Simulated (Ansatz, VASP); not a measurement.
## One calculation of BN, two programs

```
B N
1.0
     2.67075    0.00000    0.00000
    -1.33537    2.15498    0.00000
     0.00000    0.00000    6.01917
B N
2 2
Cartesian
  0.0000 1.4868 1.5048
  1.3354 0.6682 4.5144
  0.0000 1.3714 4.5144
  1.3354 0.7836 1.5048
```

Change from the starting cell: normal strain along x +0.0733, normal strain along z -0.0733.

Alike in both runs: functional LDA; k mesh 12 × 12 × 4; occupations gaussian, width 0.05 eV; no spin polarisation.

Ansatz relaxed the structure, and its values are those at the end. VASP's run is a single point on that final structure, the one shown.

|  | VASP | Ansatz |
| --- | --- | --- |
| version | VASP 6.6.1 | Ansatz 0.2.0 |
| potentials or method | VASP PAW LDA potentials, release 64 (B, N), cutoff 520 eV | scalar-relativistic, plane waves, PAW |
| valence electrons in the cell | 16 | 16 |

|  | VASP | Ansatz | Ansatz less VASP |
| --- | --- | --- | --- |
| gap on the k mesh at the Fermi level (eV) | 3.57 | 3.58 | +0.010 |
| least direct gap on the mesh (eV) | 3.69 | 3.70 | +0.010 |
| pressure (GPa) | -22.6 | -23.1 | -0.54 |
| rms of the force components (eV/Å) | 0.008 | 0.002 | -0.0059 |

Ansatz warns that its potentials were made for another functional, while VASP's fit it. LDA's correlation is that of Perdew and Zunger in VASP and of Perdew and Wang (1992) in Ansatz. Ansatz's warnings: stress scf threshold loose.
